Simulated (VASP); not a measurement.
Crystal: Ta2C.

```
Ta C
1.0
     3.10590    0.00000    0.00000
    -1.55295    2.68979    0.00000
     0.00000    0.00000    4.94640
Ta C
2 1
Direct
  0.33333 0.66667 0.25201
  0.66667 0.33333 0.74799
  0.00000 0.00000 0.00000
```

Program: VASP 6.6.1. Alike in all runs: task single point; level r2SCAN; potentials or basis VASP PAW PBE potentials, release 64 (Ta_pv, C); no spin polarisation; cell as given; cutoff (eV) 520; smearing gaussian 0.1 eV. Hardware: 1 thread of AMD EPYC 7R43 64-Core Processor (Zen 3), with other jobs on the host.

Question: Order these runs on this cell by their wall time, lowest first.
A. k mesh 12 × 12 × 6
B. k mesh 6 × 6 × 2
C. k mesh 3 × 3 × 1
D. k mesh 18 × 18 × 10
E. k mesh 9 × 9 × 6

Answer: C (35 s), B (100 s), E (330 s), A (710 s), D (1500 s).

Caveats: some runs use coarse meshes.
